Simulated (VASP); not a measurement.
A run of VASP 6.6.1 is set up as follows.

File INCAR:

```
SYSTEM = Sb
ALGO = Normal
EDIFF = 1E-7
ENCUT = 520
GGA = PS
ISIF = 2
ISMEAR = -1
LASPH = .TRUE.
LCHARG = .TRUE.
LELF = .TRUE.
LREAL = .FALSE.
LVHAR = .TRUE.
LWAVE = .FALSE.
NBANDS = 8
NELM = 100
PREC = Accurate
SIGMA = 0.05
```

Contents of KPOINTS:

```
k-points
0
G
  12 12 12
  0 0 0
```

File POSCAR:

```
Sb
1.0
   -1.5765401831      1.5765401831      2.7119384313
    1.5765401831     -1.5765401831      2.7119384313
    1.5765401831      1.5765401831     -2.7119384313
Sb
1
Direct
    0.0000000000      0.0000000000      0.0000000000
```

Potentials or basis: VASP PAW PBE potentials, release 64 (Sb).

Run with:

```sh
$ cat potpaw_PBE.64/Sb/POTCAR > POTCAR
$ mpirun -np 1 vasp_std > vasp.out
```

(1) Predict the pressure.

## Answers

(1) -1.3 GPa.

Caveat: the PAW data sets were made with another functional, which shifts forces and pressure a little.
